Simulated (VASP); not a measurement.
A run of VASP 6.6.1 is set up as follows.

The input INCAR:

```
PREC = Accurate
ENCUT = 520
EDIFF = 1E-7
ISMEAR = -1
SIGMA = 0.05
LREAL = False
LASPH = True
NELM = 60
ALGO = Normal
ISIF = 2
LWAVE = False
LCHARG = False
GGA = PE
NBANDS = 10
```

File KPOINTS:

```
Automatic mesh
0
Gamma
  9 9 9
```

POSCAR

```
Na
1.0
   -2.1551792212      2.1551792212      2.1551792212
    2.1551792212     -2.1551792212      2.1551792212
    2.1551792212      2.1551792212     -2.1551792212
Na
1
Direct
    0.0000000000      0.0000000000      0.0000000000
```

Potentials or basis: VASP PAW PBE potentials, release 64 (Na_pv).

The run is started by

```bash
$ cat potpaw_PBE.64/Na_pv/POTCAR > POTCAR
$ mpirun -np 1 vasp_std > vasp.out
```

(1) Predict the pressure.

## Answers

(1) -0.6 GPa.
